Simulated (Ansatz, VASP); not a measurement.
## One calculation of LiF, two programs

```
Li F
1.0
     0.00000    2.02198    2.02198
     2.02198    0.00000    2.02198
     2.02198    2.02198    0.00000
Li F
1 1
Direct
  0.00000 0.00000 0.00000
  0.50000 0.50000 0.50000
```

Alike in both runs: task single point; functional r2SCAN; k mesh 10 × 10 × 10; occupations gaussian, width 0.02 eV; no spin polarisation.

```csv
,VASP,Ansatz
version,VASP 6.6.1,Ansatz 0.2.0
potentials or method,"VASP PAW PBE potentials, release 64 (Li_sv, F), cutoff 520 eV","scalar-relativistic, plane waves, PAW"
valence electrons in the cell,10,10
```

|  | VASP | Ansatz | Ansatz less VASP |
| --- | --- | --- | --- |
| gap on the k mesh at the Fermi level (eV) | 10.15 | 9.95 | -0.196 |
| least direct gap on the mesh (eV) | 10.15 | 9.95 | -0.196 |

VASP's potentials were made for PBE, not for r2SCAN. With one functional, cell and mesh, what is left measures potentials, basis and numerics.

Noted on VASP's run: the cutoff is short for stress, so the pressure is rough.
